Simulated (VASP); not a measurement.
# Al3Cu (P4/mmm) in VASP: further runs, part 3 of 3

VASP 6.6.1. Earlier steps stand in the parts before.

### 5 Single point, PBEsol

This run uses another cell than the first one, of 14.50 Å³/atom, 1.085 times its volume.

INCAR

```
PREC = Accurate
ENCUT = 520
EDIFF = 1E-7
ISMEAR = 0
SIGMA = 0.1
LREAL = F
LASPH = T
NELM = 80
ALGO = Fast
ISIF = 2
LWAVE = F
LCHARG = F
GGA = PS
NBANDS = 18
```

KPOINTS

```
Automatic mesh
0
Gamma
  16 16 6
```

POSCAR

```
Al3Cu
1.0
    2.7784054294      0.0000000000      0.0000000000
    0.0000000000      2.7784054294      0.0000000000
    0.0000000000      0.0000000000      7.5134034100
Al Cu
3 1
Direct
    0.0000000000      0.0000000000      0.5000000000
    0.5000000000      0.5000000000      0.2261155100
    0.5000000000      0.5000000000      0.7738844900
    0.0000000000      0.0000000000      0.0000000000
```

Potentials or basis: VASP PAW PBE potentials, release 64 (Al, Cu).

On the command line:

```bash
$ cat potpaw_PBE.64/Al/POTCAR potpaw_PBE.64/Cu/POTCAR > POTCAR
$ mpirun -np 1 vasp_std > vasp.out
```

OUTCAR:

```text
PREC = Accurate
   ENCUT = 520
   EDIFF = 1E-7
   ISMEAR = 0
   LREAL = F
   LASPH = T
   NELM = 80
   ISIF = 2
   GGA = PS

 ion  position               nearest neighbor table
   1  0.000  0.000  0.500-   2 2.85   3 2.85   2 2.85   3 2.85   2 2.85   3 2.85   2 2.85   3 2.85

   2  0.500  0.500  0.226-   4 2.60   4 2.60   4 2.60   4 2.60   1 2.85   1 2.85   1 2.85   1 2.85

   3  0.500  0.500  0.774-   4 2.60   4 2.60   4 2.60   4 2.60   1 2.85   1 2.85   1 2.85   1 2.85

   4  0.000  0.000  0.000-   2 2.60   3 2.60   2 2.60   3 2.60   2 2.60   3 2.60   2 2.60   3 2.60

  LATTYP: Found a simple tetragonal cell.
 ALAT       =     2.7784054294
 C/A-ratio  =     2.7042141980

  Lattice vectors:

 A1 = (   2.7784054294,   0.0000000000,   0.0000000000)
 A2 = (   0.0000000000,   2.7784054294,   0.0000000000)
 A3 = (   0.0000000000,   0.0000000000,   7.5134034100)

Analysis of symmetry for initial positions (statically):
=====================================================================
 Subroutine PRICEL returns:
 Original cell was already a primitive cell.

 Routine SETGRP: Setting up the symmetry group for a
 simple tetragonal supercell.

 Subroutine GETGRP returns: Found 16 space group operations
 (whereof 16 operations were pure point group operations)
 out of a pool of 16 trial point group operations.

The static configuration has the point symmetry D_4h.

Analysis of symmetry for dynamics (positions and initial velocities):
=====================================================================
 Subroutine PRICEL returns:
 Original cell was already a primitive cell.

 Routine SETGRP: Setting up the symmetry group for a
 simple tetragonal supercell.

 Subroutine GETGRP returns: Found 16 space group operations
 (whereof 16 operations were pure point group operations)
[... 119 lines left out ...]
   EMIN   =  10.00;   EMAX   =-10.00  energy-range for DOS
   EFERMI =   0.00;   METHOD = LEGACY
   ISMEAR =     0;   SIGMA  =   0.10  broadening in eV -4-tet -1-fermi 0-gaus
   EFERMI_NEDOS =   21; number of points for ismear=-14 and -15
   IALGO  =     68    algorithm
   IMIX   =      4    mixing-type and parameters
     AMIX     =   0.40;   BMIX     =  1.00
     AMIX_MAG =   1.60;   BMIX_MAG =  1.00
  volume/ion in A,a.u.               =      14.50        97.85
  Fermi-wavevector in a.u.,A,eV,Ry     =   1.148001  2.169407 17.931197  1.317906
  Thomas-Fermi vector in A             =   2.284678
   LORBIT       =      0    0 simple, 1 ext, 2 COOP (PROOUT), +10 PAW based schemes
   GGA     = PS    functional components
   LHFCALC =     F    Hartree Fock is set to
   AEXX    =    0.0000 exact exchange contribution
   IVDW    =     0    specifies the selected vdW correction
   LEPSILON=     F    determine dielectric tensor
   LRPA    =     F    only Hartree local field effects (RPA)
 non-spin polarized calculation
 RMM-DIIS sequential band-by-band and
 Gauss-broadening in eV      SIGMA  =   0.10
  energy-cutoff  :      520.00
  volume of cell :       58.00
 maximum number of plane-waves:      1580
 NGX is ok and might be reduce to    24
   NGX = 11   NGY = 11   NGZ = 27

 number of electron      20.0000014 magnetization

 Free energy of the ion-electron system (eV)
  ---------------------------------------------------
  ext. energy  EPLUGINS =         0.00000000
  ---------------------------------------------------
  free energy    TOTEN  =       -16.94685259 eV

  energy without entropy =      -16.93724104  energy(sigma->0) =      -16.94204682

 E-fermi :   8.5256     XC(G=0): -10.9993

 val. band max:        8.5246868295   @ k =   0.2500   0.1250   0.0000
 cond. band min:       8.5422337459   @ k =   0.3125   0.1875   0.3333
 fundamental gap:      0.0175469164
 Fermi energy:         8.5256276902

 k-point     1 :       0.0000    0.0000    0.0000
  band No.  band energies     occupation
      1      -2.7665      2.00000
      2      -0.3185      2.00000
      3       0.0353      2.00000
      4       4.0452      2.00000
      5       4.1364      2.00000
      6       4.9262      2.00000
[... 481 lines left out ...]
      5       4.1643      2.00000
      6       4.2460      2.00000
[... 10 lines left out ...]
     17      16.2102      0.00000
     18      18.1778      0.00000

 [... further k-points ...]
[... 5 lines left out ...]
  --------------------------------------------------------------------------------------
  -------------------------------------------------------------------------------------
  Total        0.3447494      0.3447494      0.6481455      0.0000000      0.0000000      0.0000000
  in kB        9.5232719      9.5232719     17.9042101      0.0000000      0.0000000      0.0000000
  external PRESSURE =      12.3169180 kB  Pullay stress =       0.0000000 kB

 VOLUME and BASIS-vectors are now :
 -----------------------------------------------------------------------------
  energy-cutoff  :      520.00
  volume of cell :       58.00
      direct lattice vectors                 reciprocal lattice vectors
     2.778405429  0.000000000  0.000000000     0.359918675  0.000000000  0.000000000
     0.000000000  2.778405429  0.000000000     0.000000000  0.359918675  0.000000000
     0.000000000  0.000000000  7.513403410     0.000000000  0.000000000  0.133095476

 POSITION                                       TOTAL-FORCE (eV/Angst)
 -----------------------------------------------------------------------------------
      0.00000      0.00000      3.75670         0.000000      0.000000      0.000000
      1.38920      1.38920      1.69890         0.000000      0.000000     -0.201237
      1.38920      1.38920      5.81451         0.000000     -0.000000      0.201237
      0.00000      0.00000      0.00000         0.000000      0.000000      0.000000
 -----------------------------------------------------------------------------------
    total drift:                                0.000000      0.000000     -0.000000

  FREE ENERGIE OF THE ION-ELECTRON SYSTEM (eV)
  ---------------------------------------------------
  free  energy   TOTEN  =       -16.9468525903 eV

  energy  without entropy=      -16.9372410446  energy(sigma->0) =      -16.94204682
```

OSZICAR:

```text
N       E                     dE             d eps       ncg     rms          rms(c)
DAV:   1     0.728443284161E+02    0.72844E+02   -0.82817E+03  6514   0.115E+03
DAV:   2    -0.156197474873E+02   -0.88464E+02   -0.81752E+02  6640   0.214E+02
DAV:   3    -0.199713129130E+02   -0.43516E+01   -0.41806E+01  8872   0.525E+01
[... 11 lines left out ...]
RMM:  15    -0.169468518789E+02    0.67171E-05   -0.57082E-05  8957   0.904E-02    0.651E-03
RMM:  16    -0.169468524978E+02   -0.61892E-06   -0.16384E-05  9315   0.281E-02    0.312E-03
RMM:  17    -0.169468528848E+02   -0.38700E-06   -0.22918E-06  9012   0.142E-02    0.577E-03
RMM:  18    -0.169468525958E+02    0.28903E-06   -0.93545E-07  7740   0.995E-03    0.132E-03
RMM:  19    -0.169468525903E+02    0.54640E-08   -0.52261E-07  7320   0.710E-03
   1 F= -.16946853E+02 E0= -.16942047E+02  d E =-.961155E-02
```

stdout:

```text
POSCAR found type information on POSCAR AlCu
 POSCAR found :  2 types and       4 ions
 scaLAPACK will be used
 -----------------------------------------------------------------------------
|                                                                             |
|                                                                             |
|     You enforced a specific xc type in the INCAR file but a different       |
|     I HOPE YOU KNOW WHAT YOU ARE DOING!                                     |
|                                                                             |
 -----------------------------------------------------------------------------

 LDA part: xc-table for (Slater+PW92), standard interpolation
 POSCAR, INCAR and KPOINTS ok, starting setup
 FFT: planning ... GRIDC
 FFT: planning ... GRID_SOFT
 FFT: planning ... GRID
 WAVECAR not read
 entering main loop
WARNING in EDDRMM: call to ZHEGV failed, returncode =   8  4     18
```

It took 2.3 min on 1 thread of Intel Xeon Platinum 8375C at 2.90GHz (Ice Lake), shared host; peak memory 0.3 GiB.

Results:

| Quantity | Value |
| --- | --- |
| Free energy | -16.9469 eV |
| Pressure | 1.2 GPa |
| Largest force | 0.201 eV/Å |
| Band gap on the k mesh | zero (band 10 reaches 13.00 eV, above the bottom of band 11 at 6.70 eV) |

Forces on the atoms (eV/Å):
```
Al   0.000  0.000  0.000
Al   0.000  0.000 -0.201
Al   0.000  0.000  0.201
Cu   0.000  0.000  0.000
```

Caveat: the PAW data sets were made with another functional, which shifts forces and pressure a little.

### 6 Overview

| cell | further INCAR settings | gap on the mesh (eV) | pressure (GPa) | largest force (eV/Å) |
| --- | --- | --- | --- | --- |
| a = 2.696, b = 2.696, c = 7.353 Å, 4 atoms | ALGO = Fast; EDIFF = 1e-07; NBANDS = 18 | none | 11.9 | 0.02 |
| a = 2.725, b = 2.725, c = 7.438 Å, 4 atoms | ALGO = Fast; EDIFF = 1e-06; NBANDS = 18 | none | 7.1 | 0.02 |
| a = 2.753, b = 2.753, c = 7.521 Å, 4 atoms | ALGO = Fast; EDIFF = 1e-07; NBANDS = 18 | none | 3.4 | 0.02 |
| a = 2.778, b = 2.778, c = 7.513 Å, 4 atoms | ALGO = Fast; EDIFF = 1e-07; NBANDS = 18 | none | 1.2 | 0.20 |

Alike in all rows: task single point; level PBEsol; potentials or basis VASP PAW PBE potentials, release 64 (Al, Cu); no spin polarisation; k mesh 16 × 16 × 6; cutoff (eV) 520; smearing gaussian 0.1 eV.

Caveats: the PAW data sets were made with another functional, which shifts forces and pressure a little.

Absolute energies hang on the potentials; compare differences alone.
